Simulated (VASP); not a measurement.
A run of VASP 6.6.1 is set up as follows.

Contents of INCAR:

```
SYSTEM = GaGe
  ALGO = Normal
  EDIFF = 1E-6
  ENCUT = 520
  GGA = RE
  ISIF = 2
  ISMEAR = -1
  LASPH = .TRUE.
  LCHARG = .TRUE.
  LELF = .TRUE.
  LREAL = .FALSE.
  LVHAR = .TRUE.
  LWAVE = .FALSE.
  NBANDS = 20
  NELM = 60
  PREC = Accurate
  SIGMA = 0.05
```

The input KPOINTS:

```
k-points
0
G
  8 8 8
  0 0 0
```

Contents of POSCAR:

```
GaGe
1.0
    0.0000000000      2.8978440000      2.8978440000
    2.8978440000      0.0000000000      2.8978440000
    2.8978440000      2.8978440000      0.0000000000
Ge Ga
1 1
Direct
    0.0000000000      0.0000000000      0.0000000000
    0.2500000000      0.2500000000      0.2500000000
```

Potentials or basis: VASP PAW PBE potentials, release 64 (Ge_d, Ga_d).

Run with:

```sh
$ cat potpaw_PBE.64/Ge_d/POTCAR potpaw_PBE.64/Ga_d/POTCAR > POTCAR
$ mpirun -np 1 vasp_std > vasp.out
```

**Question.** Estimate the pressure.

**Answer.** 1.4 GPa.

Caveat: the PAW data sets were made with another functional, which shifts forces and pressure a little.
